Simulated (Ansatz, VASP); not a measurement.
**One calculation of W, two programs**

```
W
1.0
    -1.57172    1.57172    1.57172
     1.57172   -1.57172    1.57172
     1.57172    1.57172   -1.57172
W
1
Cartesian
  0.0000 0.0000 0.0000
```

Change from the starting cell: volume scaled by 0.98.

Alike in both runs: task single point; functional b88 exchange, pbe correlation; k mesh 12 × 12 × 12; no spin polarisation.

|  | VASP | Ansatz |
| --- | --- | --- |
| version | VASP 6.6.1 | Ansatz 0.2.0 |
| potentials or method | VASP PAW PBE potentials, release 64 (W_sv), cutoff 500 eV | all-electron LAPW, scalar-relativistic |
| occupations | methfessel-paxton of order 1, width 0.01 eV | cold, width 0.01 eV |

VASP gave:

| Property | Result |
| --- | --- |
| gap on the k mesh at the Fermi level (eV) | none |
| pressure (GPa) | 12.5 |

Q: What did Ansatz give for the same quantities?

A: gap on the k mesh at the Fermi level (eV): none; pressure (GPa): 11.9.

VASP's potentials were made for PBE, not for b88 exchange, pbe correlation. A gap of «none» marks a metal or a gap that the smearing closes. Ansatz ran all-electron here, and VASP with PAW potentials.

Spin-orbit coupling is off throughout.
